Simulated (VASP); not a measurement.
A run of VASP 6.6.1 is set up as follows.

File INCAR:

```
SYSTEM = EuS
  PREC = Accurate
  ENCUT = 600
  EDIFF = 1E-6
  ISMEAR = -1
  SIGMA = 0.1
  LREAL = .False.
  LASPH = .True.
  NELM = 200
  ALGO = Normal
  ISIF = 2
  LWAVE = .False.
  LCHARG = .False.
  ISPIN = 2
  MAGMOM = 4.9 0
  LORBIT = 11
  LMAXMIX = 6
  LDAU = .True.
  LDAUTYPE = 2
  LDAUL = 3 -1
  LDAUU = 5 0
  LDAUJ = 0 0
  LDAUPRINT = 1
  GGA = PE
  NBANDS = 22
  GGA_COMPAT = .False.
```

KPOINTS

```
regular mesh
0
Gamma
  7 7 7
  0 0 0
```

Contents of POSCAR:

```
EuS
1.0
    0.0000000000      2.8968558189      2.8968558189
    2.8968558189      0.0000000000      2.8968558189
    2.8968558189      2.8968558189      0.0000000000
Eu S
1 1
Direct
    0.0000000000      0.0000000000      0.0000000000
    0.5000000000      0.5000000000      0.5000000000
```

Potentials or basis: VASP PAW PBE potentials, release 64 (Eu, S).

The run is started by

```console
$ cat potpaw_PBE.64/Eu/POTCAR potpaw_PBE.64/S/POTCAR > POTCAR
$ mpirun -np 1 vasp_std > vasp.out
```

What does it give for the band gap on the k mesh?

Zero (filled and empty bands overlap).

Estimate the site moments.

Eu +6.69; S -0.07 μB.

Estimate the pressure.

5.4 GPa.

Eigenvalues of the final occupation matrices:
| site | spin | trace | eigenvalues |
| --- | --- | --- | --- |
| site 1 f | 1 | 6.77 | 0.96 0.96 0.96 0.97 0.97 0.97 0.97 |
| site 1 f | 2 | 0.01 | 0.00 0.00 0.00 0.00 0.00 0.00 0.00 |

Caveat: spin-orbit coupling is left out, which moves the levels of the heavy elements; a cell with one magnetic atom can't hold antiferromagnetic order, which such compounds often take. The state reached can hang on the start; a lower one may exist.
